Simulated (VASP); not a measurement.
A run of VASP 6.6.1 is set up as follows.

POSCAR

```
SrTiO3
1.0
    3.9068515016      0.0000000000      0.0000000000
    0.0000000000      3.9068515016      0.0000000000
    0.0000000000      0.0000000000      3.8287144715
Sr Ti O
1 1 3
Direct
    0.0000000000      0.0000000000      0.0000000000
    0.5000000000      0.5000000000      0.5000000000
    0.5000000000      0.5000000000      0.0000000000
    0.5000000000      0.0000000000      0.5000000000
    0.0000000000      0.5000000000      0.5000000000
```

File INCAR.step1:

```
SYSTEM = SrTiO3
ALGO = Normal ; EDIFF = 1E-4
ENCUT = 520 ; GGA = PE
ISMEAR = 0 ; LASPH = .TRUE.
LCHARG = .FALSE. ; LREAL = .FALSE.
LWAVE = .TRUE. ; NBANDS = 28
NELM = 100 ; PREC = Accurate
SIGMA = 0.01
```

INCAR.step2

```
SYSTEM = SrTiO3
ALGO = Normal ; EDIFF = 1E-6
ENCUT = 520 ; ISIF = 2
ISMEAR = 0 ; ISTART = 1
LASPH = .TRUE. ; LCHARG = .FALSE.
LMIXTAU = .TRUE. ; LREAL = .FALSE.
LWAVE = .FALSE. ; METAGGA = R2SCAN
NBANDS = 28 ; NELM = 100
PREC = Accurate ; SIGMA = 0.01
```

The input KPOINTS:

```
k-points
0
G
  6 6 6
  0 0 0
```

Potentials or basis: VASP PAW PBE potentials, release 64 (Sr_sv, Ti_sv, O).

Command:

```sh
$ cat potpaw_PBE.64/Sr_sv/POTCAR potpaw_PBE.64/Ti_sv/POTCAR potpaw_PBE.64/O/POTCAR > POTCAR
$ cp INCAR.step1 INCAR
$ mpirun -np 1 vasp_std > vasp.out
$ cp INCAR.step2 INCAR
$ mpirun -np 1 vasp_std > vasp.out
```

**Question.** Predict the pressure.

**Answer.** 5.1 GPa.

**Question.** What does it give for the band gap on the k mesh?

**Answer.** 2.28 eV (least direct gap 2.65 eV).

Stress tensor (GPa, compression positive):
```
3.21 0.00 0.00
0.00 3.21 0.00
0.00 0.00 8.91
```

Caveat: the cell differs from its parent crystal (uniaxial z strain -2.0%); the cell stands under pressure; the PAW data sets were made with another functional, which shifts forces and pressure a little. A k mesh can miss the band edges.
